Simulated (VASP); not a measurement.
# Al (Fm-3m) in VASP: settings compared

Aim: see how the results for Al move with the level of theory and the settings. Levels: PBE, revPBE. Tasks: relaxation of cell and atoms.

All numbers are computed with VASP 6.6.1; they aren't measurements. Logs are shortened: lines on timing, memory, paths and dates and some standing lists are left out, and cuts for length are marked.

**1. The cell of the first run**

The structure is cubic, space group Fm-3m (No. 225). Conventional cell: a = 4.050 Å, b = 4.050 Å, c = 4.050 Å, α = 90.00°, β = 90.00°, γ = 90.00°. Within 3.8 Å of Al (site symmetry m-3m) lie 12 Al at 2.86 Å.

**2. Relaxation of cell and atoms, PBE**

Input file INCAR:

```
  ALGO = Normal
  EDIFF = 1E-7
  EDIFFG = -0.02
  ENCUT = 600
  GGA = PE
  IBRION = 2
  ISIF = 3
  ISMEAR = -1
  LASPH = True
  LCHARG = False
  LREAL = False
  LWAVE = False
  NELM = 80
  NSW = 80
  PREC = Accurate
  SIGMA = 0.05
```

Input file KPOINTS:

```
k-points
0
Gamma
  11 11 11
```

Input file POSCAR:

```
Al
1.0
    0.0000000000      2.0248050000      2.0248050000
    2.0248050000      0.0000000000      2.0248050000
    2.0248050000      2.0248050000      0.0000000000
Al
1
Direct
    0.0000000000      0.0000000000      0.0000000000
```

Potentials or basis: VASP PAW PBE potentials, release 64 (Al).

Started as:

```console
$ cat potpaw_PBE.64/Al/POTCAR > POTCAR
$ mpirun -np 1 vasp_std > vasp.out
```

OUTCAR:

```text
EDIFF = 1E-7
   EDIFFG = -0.02
   ENCUT = 600
   GGA = PE
   IBRION = 2
   ISIF = 3
   ISMEAR = -1
   LASPH = True
   LREAL = False
   NELM = 80
   NSW = 80
   PREC = Accurate

 ion  position               nearest neighbor table
   1  0.000  0.000  0.000-

  LATTYP: Found a face centered cubic cell.
 ALAT       =     4.0496100000

  Lattice vectors:

 A1 = (   0.0000000000,   2.0248050000,   2.0248050000)
 A2 = (   2.0248050000,   0.0000000000,   2.0248050000)
 A3 = (   2.0248050000,   2.0248050000,   0.0000000000)

Analysis of symmetry for initial positions (statically):
=====================================================================
 Subroutine PRICEL returns:
 Original cell was already a primitive cell.

 Routine SETGRP: Setting up the symmetry group for a
 face centered cubic supercell.

 Subroutine GETGRP returns: Found 48 space group operations
[... 9 lines left out ...]

 Routine SETGRP: Setting up the symmetry group for a
 face centered cubic supercell.

 Subroutine GETGRP returns: Found 48 space group operations
 (whereof 48 operations were pure point group operations)
 out of a pool of 48 trial point group operations.

The dynamic configuration has the point symmetry O_h .

 Subroutine INISYM returns: Found 48 space group operations
 (whereof 48 operations are pure point group operations),
 and found     1 'primitive' translations

----------------------------------------------------------------------------------------

                                     Primitive cell

  volume of cell :      16.6027

  direct lattice vectors                    reciprocal lattice vectors
     0.000000000  2.024805000  2.024805000    -0.246937359  0.246937359  0.246937359
     2.024805000  0.000000000  2.024805000     0.246937359 -0.246937359  0.246937359
     2.024805000  2.024805000  0.000000000     0.246937359  0.246937359 -0.246937359

  length of vectors
     2.863506692  2.863506692  2.863506692     0.427708053  0.427708053  0.427708053

  position of ions in fractional coordinates (direct lattice)
     0.000000000  0.000000000  0.000000000

  ion indices of the primitive-cell ions
   primitive index   ion index
                 1           1

----------------------------------------------------------------------------------------

 KPOINTS: k-points

Automatic generation of k-mesh.
 Grid dimensions read from file:
 generate k-points for:   11   11   11

 Generating k-lattice:

  Cartesian coordinates                     Fractional coordinates (reciprocal lattice)
    -0.022448851  0.022448851  0.022448851     0.090909091  0.000000000  0.000000000
     0.022448851 -0.022448851  0.022448851     0.000000000  0.090909091  0.000000000
     0.022448851  0.022448851 -0.022448851     0.000000000  0.000000000  0.090909091

  Length of vectors
     0.038882550  0.038882550  0.038882550

  Shift w.r.t. Gamma in fractional coordinates (k-lattice)
     0.000000000  0.000000000  0.000000000

 Subroutine IBZKPT returns following result:
 ===========================================

 Found     56 irreducible k-points:

 Following reciprocal coordinates:
            Coordinates               Weight
  0.000000  0.000000  0.000000      1.000000
  0.090909  0.000000  0.000000      8.000000
  0.181818  0.000000  0.000000      8.000000
  0.272727  0.000000  0.000000      8.000000
  0.363636  0.000000  0.000000      8.000000
  0.454545  0.000000  0.000000      8.000000
[... 16 lines left out ...]
 -0.272727  0.181818  0.000000     24.000000
 -0.181818  0.181818  0.000000     12.000000
 [... further k-points ...]
   k-points           NKPTS =     56   k-points in BZ     NKDIM =     56   number of bands    NBANDS=      5
   number of dos      NEDOS =    301   number of ions     NIONS =      1
   total plane-waves  NPLWV =  13824
   dimension x,y,z NGX =    24 NGY =   24 NGZ =   24
   dimension x,y,z NGXF=    48 NGYF=   48 NGZF=   48
   ions per type =               1
   NGX,Y,Z   is equivalent  to a cutoff of  13.93, 13.93, 13.93 a.u.
   NGXF,Y,Z  is equivalent  to a cutoff of  27.87, 27.87, 27.87 a.u.
 SYSTEM =  unknown system
   PREC   = accura    normal or accurate (medium, high low for compatibility)
   ISTART =      0    job   : 0-new  1-cont  2-samecut
   ICHARG =      2    charge: 1-file 2-atom 10-const
   ISPIN  =      1    spin polarized calculation?
   LNONCOLLINEAR =      F non collinear calculations
   LSORBIT =      F    spin-orbit coupling
   LASPH  =      T    aspherical Exc in radial PAW
   ENCUT  =  600.0 eV  44.10 Ry    6.64 a.u.   5.72  5.72  5.72*2*pi/ulx,y,z
   NELM   =     80;   NELMIN=  2; NELMDL= -5     # of ELM steps
   EDIFF  = 0.1E-06   stopping-criterion for ELM
   LREAL  =      F    real-space projection
   EDIFFG = -.2E-01   stopping-criterion for IOM
   NSW    =     80    number of steps for IOM
   IBRION =      2    ionic relax: 0-MD 1-quasi-New 2-CG
   NFREE  =      1    steps in history (QN), initial steepest desc. (CG)
   ISIF   =      3    stress and relaxation
   ISYM   =      2    0-nonsym 1-usesym 2-fastsym
   POTIM  = 0.5000    time-step for ionic-motion
   TEBEG  =    0.0;   TEEND  =   0.0 temperature during run
   PSTRESS=    0.0 pullay stress
   NELECT =       3.0000    total number of electrons
   NUPDOWN=      -1.0000    fix difference up-down
   EMIN   =  10.00;   EMAX   =-10.00  energy-range for DOS
   EFERMI =   0.00;   METHOD = LEGACY
   ISMEAR =    -1;   SIGMA  =   0.05  broadening in eV -4-tet -1-fermi 0-gaus
   EFERMI_NEDOS =   21; number of points for ismear=-14 and -15
   IALGO  =     38    algorithm
   IMIX   =      4    mixing-type and parameters
     AMIX     =   0.40;   BMIX     =  1.00
     AMIX_MAG =   1.60;   BMIX_MAG =  1.00
  volume/ion in A,a.u.               =      16.60       112.04
  Fermi-wavevector in a.u.,A,eV,Ry     =   0.925526  1.748991 11.654733  0.856599
  Thomas-Fermi vector in A             =   2.051390
   LORBIT       =      0    0 simple, 1 ext, 2 COOP (PROOUT), +10 PAW based schemes
   GGA     = PE    functional components
   LHFCALC =     F    Hartree Fock is set to
   AEXX    =    0.0000 exact exchange contribution
   IVDW    =     0    specifies the selected vdW correction
   LEPSILON=     F    determine dielectric tensor
   LRPA    =     F    only Hartree local field effects (RPA)
 conjugate gradient relaxation of ions
 non-spin polarized calculation
  energy-cutoff  :      600.00
  volume of cell :       16.60
 maximum number of plane-waves:       564
   NGX = 11   NGY = 11   NGZ = 11

--------------------------------------- Ionic step        1  -------------------------------------------

 number of electron       3.0000000 magnetization

 Free energy of the ion-electron system (eV)
  ---------------------------------------------------
  ext. energy  EPLUGINS =         0.00000000
  ---------------------------------------------------
  free energy    TOTEN  =        -3.75574573 eV

  energy without entropy =       -3.75173606  energy(sigma->0) =       -3.75374089

------------------------ aborting loop because EDIFF is reached ----------------------------------------

  FORCE on cell =-STRESS in cart. coord.  units (eV):
  Direction    XX          YY          ZZ          XY          YZ          ZX
  --------------------------------------------------------------------------------------
  -------------------------------------------------------------------------------------
  Total       -0.0477983     -0.0477983     -0.0477983     -0.0000000      0.0000000     -0.0000000
  in kB       -4.6125718     -4.6125718     -4.6125718     -0.0000000      0.0000000     -0.0000000
  external PRESSURE =      -4.6125718 kB  Pullay stress =       0.0000000 kB

 VOLUME and BASIS-vectors are now :
 -----------------------------------------------------------------------------
  energy-cutoff  :      600.00
  volume of cell :       16.60
      direct lattice vectors                 reciprocal lattice vectors
     0.000000000  2.024805000  2.024805000    -0.246937359  0.246937359  0.246937359
     2.024805000  0.000000000  2.024805000     0.246937359 -0.246937359  0.246937359
     2.024805000  2.024805000  0.000000000     0.246937359  0.246937359 -0.246937359

 POSITION                                       TOTAL-FORCE (eV/Angst)
 -----------------------------------------------------------------------------------
      0.00000      0.00000      0.00000         0.000000      0.000000      0.000000
 -----------------------------------------------------------------------------------
    total drift:                                0.000000     -0.000000      0.000000

  FREE ENERGIE OF THE ION-ELECTRON SYSTEM (eV)
  ---------------------------------------------------
  free  energy   TOTEN  =        -3.7557457273 eV

  energy  without entropy=       -3.7517360613  energy(sigma->0) =       -3.75374089

--------------------------------------- Ionic step        2  -------------------------------------------

 number of electron       3.0000000 magnetization

 Free energy of the ion-electron system (eV)
  ---------------------------------------------------
  ext. energy  EPLUGINS =         0.00000000
  ---------------------------------------------------
  free energy    TOTEN  =        -3.75588448 eV

  energy without entropy =       -3.75188552  energy(sigma->0) =       -3.75388500

 E-fermi :   8.0189     XC(G=0): -10.1992

 val. band max:        8.0092660880   @ k =  -0.4545   0.3636   0.0000
 cond. band min:       8.0404969464   @ k =   0.4545   0.1818   0.0909
 fundamental gap:      0.0312308584
 Fermi energy:         8.0188576088

 k-point     1 :       0.0000    0.0000    0.0000
  band No.  band energies     occupation
      1      -3.1320      2.00000
      2      20.6306      0.00000
      3      20.6306      0.00000
      4      20.6306      0.00000
      5      22.1281      0.00000

 k-point     2 :       0.0909    0.0000    0.0000
  band No.  band energies     occupation
      1      -2.9073      2.00000
      2      17.7094      0.00000
      3      19.9920      0.00000
      4      19.9920      0.00000
      5      22.7893      0.00000

 k-point     3 :       0.1818    0.0000    0.0000
  band No.  band energies     occupation
      1      -2.2354      2.00000
      2      14.0531      0.00000
      3      19.2606      0.00000
      4      19.2606      0.00000
      5      22.5515      0.00000

 k-point     4 :       0.2727    0.0000    0.0000
  band No.  band energies     occupation
      1      -1.1225      2.00000
      2      10.6173      0.00000
      3      18.8521      0.00000
      4      18.8521      0.00000
      5      22.3378      0.00000

 k-point     5 :       0.3636    0.0000    0.0000
  band No.  band energies     occupation
      1       0.4212      2.00000
      2       7.5046      1.99993
      3      18.8087      0.00000
      4      18.8087      0.00000
      5      20.9345      0.00000

 k-point     6 :       0.4545    0.0000    0.0000
  band No.  band energies     occupation
      1       2.3807      2.00000
      2       4.7564      2.00000
      3      19.1399      0.00000
      4      19.1399      0.00000
      5      19.8510      0.00000
[... 113 lines left out ...]
 k-point    21 :      -0.4545    0.1818    0.0000
  band No.  band energies     occupation
      1       3.8683      2.00000
      2       4.6949      2.00000
      3      13.2882      0.00000
      4      16.2380      0.00000
      5      18.0512      0.00000

 k-point    22 :      -0.3636    0.1818    0.0000
  band No.  band energies     occupation
      1       2.4523      2.00000
      2       6.3600      2.00000
      3      12.6943      0.00000
      4      17.0758      0.00000
      5      18.9754      0.00000

 k-point    23 :      -0.2727    0.1818    0.0000
  band No.  band energies     occupation
      1       0.6401      2.00000
      2       9.1541      0.00000
      3      12.5579      0.00000
      4      18.2950      0.00000
      5      20.2791      0.00000

 k-point    24 :      -0.1818    0.1818    0.0000
  band No.  band energies     occupation
      1      -0.7535      2.00000
      2      11.8335      0.00000
      3      13.2907      0.00000
      4      19.8814      0.00000
      5      21.9073      0.00000

 [... further k-points ...]
[... 5 lines left out ...]
  --------------------------------------------------------------------------------------
  -------------------------------------------------------------------------------------
  Total        0.0084406      0.0084406      0.0084406     -0.0000000      0.0000000     -0.0000000
  in kB        0.8201863      0.8201863      0.8201863     -0.0000000      0.0000000     -0.0000000
  external PRESSURE =       0.8201863 kB  Pullay stress =       0.0000000 kB

 VOLUME and BASIS-vectors are now :
 -----------------------------------------------------------------------------
  energy-cutoff  :      600.00
  volume of cell :       16.49
      direct lattice vectors                 reciprocal lattice vectors
    -0.000000000  2.020135971  2.020135971    -0.247508092  0.247508092  0.247508092
     2.020135971  0.000000000  2.020135971     0.247508092 -0.247508092  0.247508092
     2.020135971  2.020135971 -0.000000000     0.247508092  0.247508092 -0.247508092

 POSITION                                       TOTAL-FORCE (eV/Angst)
 -----------------------------------------------------------------------------------
     -0.00000      2.02014      2.02014        -0.000000      0.000000      0.000000
 -----------------------------------------------------------------------------------
    total drift:                                0.000000      0.000000     -0.000000

  FREE ENERGIE OF THE ION-ELECTRON SYSTEM (eV)
  ---------------------------------------------------
  free  energy   TOTEN  =        -3.7558844824 eV

  energy  without entropy=       -3.7518855182  energy(sigma->0) =       -3.75388500

 reached required accuracy - stopping structural energy minimisation
```

Run time: 4.7 s. Hardware: 1 thread of Intel Xeon Platinum 8375C at 2.90GHz (Ice Lake), shared host; peak memory 0.13 GiB.

What came out:

- Free energy: -3.7559 eV
- Relaxed volume: 16.49 Å³/atom
- Relaxed cell: a = 2.857 Å, b = 2.857 Å, c = 2.857 Å, α = 60.00°, β = 60.00°, γ = 60.00°
- Space group after relaxing (to 0.05 Å): Fm-3m (No. 225)
- Energy gained by relaxing: 0.1 meV/atom
- Ionic steps: 2
- Pressure after relaxing: 0.1 GPa

The path:
```tsv
step	energy change (eV)	largest force (eV/Å)	pressure (GPa)	volume (Å³)
1	0.0000	0.0000	-0.46	16.60
2	-0.0001	0.0000	0.08	16.49
```

Final structure:
```xyz
1
Lattice="0.0000 2.0201 2.0201 2.0201 0.0000 2.0201 2.0201 2.0201 0.0000" Properties=species:S:1:pos:R:3 pbc="T T T"
Al    0.0000    2.0201    2.0201
```

**3. Relaxation of cell and atoms, revPBE**

Input file INCAR:

```
ALGO = Normal
EDIFF = 1E-6
EDIFFG = -0.02
ENCUT = 600
GGA = RE
IBRION = 2
ISIF = 3
ISMEAR = -1
LASPH = True
LCHARG = False
LREAL = False
LWAVE = False
NELM = 60
NSW = 80
PREC = Accurate
SIGMA = 0.05
```

KPOINTS is that of step 2.

POSCAR is that of step 2.

Potentials or basis: VASP PAW PBE potentials, release 64 (Al).

Started as:

```console
$ cat potpaw_PBE.64/Al/POTCAR > POTCAR
$ mpirun -np 1 vasp_std > vasp.out
```

Wall time 4.6 s (1 thread of Intel Xeon Platinum 8375C at 2.90GHz (Ice Lake), shared host); peak memory 0.13 GiB.

The run converged. Its results:

```yaml
Free_energy: -3.5640 eV
Relaxed_volume: 16.74 Å³/atom
Relaxed_cell: a = 2.871 Å, b = 2.871 Å, c = 2.871 Å, α = 60.00°, β = 60.00°, γ = 60.00°
Space_group_after_relaxing_to_0.05_Å: Fm-3m (No. 225)
Energy_gained_by_relaxing: 0.2 meV/atom
Ionic_steps: 2
Pressure_after_relaxing: -0.1 GPa
```

The path:
| step | energy change (eV) | largest force (eV/Å) | pressure (GPa) | volume (Å³) |
| --- | --- | --- | --- | --- |
| 1 | 0.0000 | 0.0000 | 0.53 | 16.60 |
| 2 | -0.0002 | 0.0000 | -0.10 | 16.74 |

Final structure:
```cif
data_structure
_symmetry_space_group_name_H-M 'P 1'
_symmetry_Int_Tables_number 1
_cell_length_a 2.8711
_cell_length_b 2.8711
_cell_length_c 2.8711
_cell_angle_alpha 60.000
_cell_angle_beta 60.000
_cell_angle_gamma 60.000
_cell_volume 16.74
loop_
_atom_site_label
_atom_site_type_symbol
_atom_site_fract_x
_atom_site_fract_y
_atom_site_fract_z
_atom_site_occupancy
Al1 Al 0.00000 0.00000 0.00000 1
```

Levels at points of the mesh, in eV from the Fermi level:
```tsv
k point	band 1	band 2	band 3	band 4	band 5
(0.00, 0.00, 0.00)	-11.05	12.51	12.51	12.51	14.00
```

Caveat: the PAW data sets were made with another functional, which shifts forces and pressure a little.

**4. Comparison with measurements**

Step 2. The cell as given is a measured one (16.60 Å³/atom); PBE puts the equilibrium volume -0.7 % from it, thermal expansion not counted.

Step 3. The cell as given is a measured one (16.60 Å³/atom); revPBE puts the equilibrium volume +0.8 % from it, thermal expansion not counted.
